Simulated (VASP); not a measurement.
Set up this calculation in VASP 6.6.1, as the native input.

| Item | Value |
| --- | --- |
| Task | single point |
| Functional | PBE |
| Potentials or basis | VASP PAW PBE potentials, release 64 (Ru_pv) |
| Cutoff | 520 eV |
| k mesh | 16 × 16 × 16 |
| Occupations | fermi-dirac, width 0.1 eV |
| Spin | no spin polarisation |
| Dipole correction | no |
| Further INCAR settings | ALGO = Normal; EDIFF = 1e-07; NBANDS = 13 |

The structure of Ru lies in POSCAR:

```
Ru
1.0
   -1.5862147955      1.5862147955      1.5862147955
    1.5862147955     -1.5862147955      1.5862147955
    1.5862147955      1.5862147955     -1.5862147955
Ru
1
Direct
    0.0000000000      0.0000000000      0.0000000000
```

This cell differs from its parent crystal: volume scaled by 1.12.

The input as run:

INCAR

```
PREC     = Accurate       # precision mode
ENCUT    = 520            # plane-wave cutoff, eV
EDIFF    = 1E-7           # SCF threshold, eV
ISMEAR   = -1             # smearing method
SIGMA    = 0.1            # smearing width, eV
LREAL    = F              # projectors in reciprocal space
LASPH    = T              # aspherical terms in the spheres
NELM     = 60             # most SCF steps
ALGO     = Normal         # electronic algorithm
ISIF     = 2              # what is computed and relaxed
LWAVE    = F              # write WAVECAR
LCHARG   = F              # write CHGCAR
GGA      = PE             # functional
NBANDS   = 13             # bands
```

KPOINTS

```
regular mesh
0
Gamma
  16 16 16
```

Potentials or basis: VASP PAW PBE potentials, release 64 (Ru_pv).

The run is started by

```sh
$ cat potpaw_PBE.64/Ru_pv/POTCAR > POTCAR
$ mpirun -np 1 vasp_std > vasp.out
```

Results of the run:

```json
{
 "Pressure": "-23.8 GPa",
 "Band gap on the k mesh": "zero (band 7 reaches 11.69 eV, above the bottom of band 8 at 8.92 eV)"
}
```

It took 31 s on 1 thread of Intel Xeon 8259CL (shared host), peak memory 0.14 GiB.
